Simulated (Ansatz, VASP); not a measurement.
Two plane-wave programs on KI

File INCAR:

```
SYSTEM = KI
PREC     = Accurate       ! precision mode
ENCUT    = 500            ! plane-wave cutoff, eV
EDIFF    = 1E-6           ! SCF threshold, eV
ISMEAR   = 0              ! smearing method
SIGMA    = 0.02           ! smearing width, eV
LREAL    = .FALSE.        ! projectors in reciprocal space
LASPH    = .TRUE.         ! aspherical terms in the spheres
NELM     = 120            ! most SCF steps
ALGO     = Normal         ! electronic algorithm
ISIF     = 2              ! what is computed and relaxed
LWAVE    = .FALSE.        ! write WAVECAR
LCHARG   = .TRUE.         ! write CHGCAR
GGA      = PE             ! functional
LELF     = .TRUE.         ! ELF
LVHAR    = .TRUE.       
NBANDS   = 15             ! bands
GGA_COMPAT= .FALSE.
```

File KPOINTS:

```
Automatic mesh
0
G
  6 6 6
  0 0 0
```

The input POSCAR:

```
KI
1.0
    0.0000000000      3.5908778780      3.5908778780
    3.5908778780      0.0000000000      3.5908778780
    3.5908778780      3.5908778780      0.0000000000
K I
1 1
Direct
    0.0000000000      0.0000000000      0.0000000000
    0.5000000000      0.5000000000      0.5000000000
```

Input for Ansatz:

```yaml
crystal:
  lattice:
    - [0.0, 3.590877878, 3.590877878]
    - [3.590877878, 0.0, 3.590877878]
    - [3.590877878, 3.590877878, 0.0]
  atoms:
    - { symbol: K, position: [0.0, 0.0, 0.0] }
    - { symbol: I, position: [0.5, 0.5, 0.5] }
basis:
  ecutwfc: 600.0
kpoints:
  mp_grid: { grid: [6, 6, 6] }
  band_path:
    path:
      - [[0.0, 0.0, 0.0], [0.5, 0.0, 0.5], [0.625, 0.25, 0.625]]
      - [[0.375, 0.375, 0.75], [0.0, 0.0, 0.0], [0.5, 0.5, 0.5], [0.5, 0.25, 0.75], [0.5, 0.0, 0.5]]
    npoints: 10
hamiltonian:
  xc: pbe
  pseudopotentials: { kind: paw }
scf:
  occupations: { method: gaussian, width: 0.02 }
  n_extra_bands: 7
output:
  forces: true
  stress: true
  eigenvalues: true
```

Alike in both runs: task single point; functional PBE; k mesh 6 × 6 × 6; occupations gaussian, width 0.02 eV; no spin polarisation.

|  | VASP | Ansatz |
| --- | --- | --- |
| version | VASP 6.6.1 | Ansatz 0.2.0 |
| potentials or method | VASP PAW PBE potentials, release 64 (K_sv, I), cutoff 500 eV | scalar-relativistic, plane waves, PAW |
| valence electrons in the cell | 16 | 26 |

Ansatz gave:

| Quantity | Value |
| --- | --- |
| gap on the k mesh at the Fermi level (eV) | 3.86 |
| least direct gap on the mesh (eV) | 3.86 |
| pressure (GPa) | 0.0 |

Problem. Estimate VASP's values.

Solution. gap on the k mesh at the Fermi level (eV): 3.85; least direct gap on the mesh (eV): 3.85; pressure (GPa): 0.0.

VASP's potentials hold 16 valence electrons a cell and Ansatz's 26, so a difference there can come from the potentials and not from the codes.

Neither program's run includes spin-orbit coupling.
